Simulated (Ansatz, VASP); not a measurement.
**One calculation of Au, two programs**

```
CELL_PARAMETERS angstrom
14.00000 0.00000 0.00000
0.00000 14.40000 0.00000
0.00000 0.00000 14.80000
ATOMIC_POSITIONS crystal
Au 0.50000 0.50000 0.50000
```

Alike in both runs: task single point; functional PBE; k mesh 1 × 1 × 1; occupations fermi-dirac, width 0.01 eV; collinear spin.

```csv
,VASP,Ansatz
version,VASP 6.6.1,Ansatz 0.2.0
potentials or method,"VASP PAW PBE potentials, release 64 (Au), cutoff 520 eV","plane waves (420 eV) with PAW, scalar-relativistic"
valence electrons in the cell,11,19
```

|  | VASP | Ansatz | Ansatz less VASP |
| --- | --- | --- | --- |
| gap on the k mesh at the Fermi level (eV) | 0.71 | 0.72 | +0.004 |
| net moment per atom (μB) | 1.00 | 1.00 | 0.000 |
| size of the moment on the site where the two differ most (μB) | 0.44 | 1.00 | +0.559 |

Site moments also hang on the region over which each program counts them. VASP's potentials hold 11 valence electrons a cell and Ansatz's 19, so a difference there can come from the potentials and not from the codes.

Neither program's run includes spin-orbit coupling.
